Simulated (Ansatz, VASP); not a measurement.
Two plane-wave programs on HBr

```
CELL_PARAMETERS angstrom
0.00000 3.77603 3.78756
1.67433 0.00000 3.78756
1.67433 3.77603 0.00000
ATOMIC_POSITIONS crystal
H 0.00000 0.00000 0.00000
Br 0.50000 0.50000 0.50000
```

Alike in both runs: task relaxation of cell and atoms; functional PBEsol; k mesh 10 × 10 × 10; occupations gaussian, width 0.02 eV; no spin polarisation.

```csv
,VASP,Ansatz
version,VASP 6.6.1,Ansatz 0.2.0
potentials or method,"VASP PAW PBE potentials, release 64 (H, Br), cutoff 600 eV","scalar-relativistic, plane waves, PAW"
valence electrons in the cell,8,8
```

```csv
,VASP,Ansatz,Ansatz less VASP
"gap on the k mesh at the Fermi level, each at its own relaxed structure (eV)",1.44,1.44,+0.006
relaxed volume (Å³/atom),24.80,24.78,-0.016
relaxed length of the cell vector where the two differ most in proportion (Å),4.201,4.198,-0.0028
```

VASP's potentials were made for PBE, not for PBEsol.
